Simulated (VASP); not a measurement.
A run of VASP 6.6.1 is set up as follows.

The input INCAR:

```
ALGO = Normal
EDIFF = 1E-6
ENCUT = 520
GGA = PS
ISIF = 2
ISMEAR = 0
LASPH = True
LCHARG = False
LREAL = False
LWAVE = False
NBANDS = 16
NELM = 100
PREC = Accurate
SIGMA = 0.1
```

File KPOINTS:

```
k-points
0
Gamma
  12 12 12
```

Contents of POSCAR:

```
Cs
1.0
    2.7092665203      1.5641957549      8.6406873419
   -2.7092665203      1.5641957549      8.6406873419
    0.0000000000     -3.1283915095      8.6406873420
Cs
2
Direct
    0.2499894229      0.2499894229      0.2499894229
    0.7500105771      0.7500105771      0.7500105771
```

Potentials or basis: VASP PAW PBE potentials, release 64 (Cs_sv).

Launch:

```sh
$ cat potpaw_PBE.64/Cs_sv/POTCAR > POTCAR
$ mpirun -np 1 vasp_std > vasp.out
```

**Question.** What does it give for the band gap on the k mesh?

**Answer.** Zero (bands 9 and 10 overlap by 1.70 eV).

**Question.** Estimate the pressure.

**Answer.** 0.0 GPa.

Caveat: the PAW data sets were made with another functional, which shifts forces and pressure a little; spin-orbit coupling is left out, which moves the levels of the heavy elements.
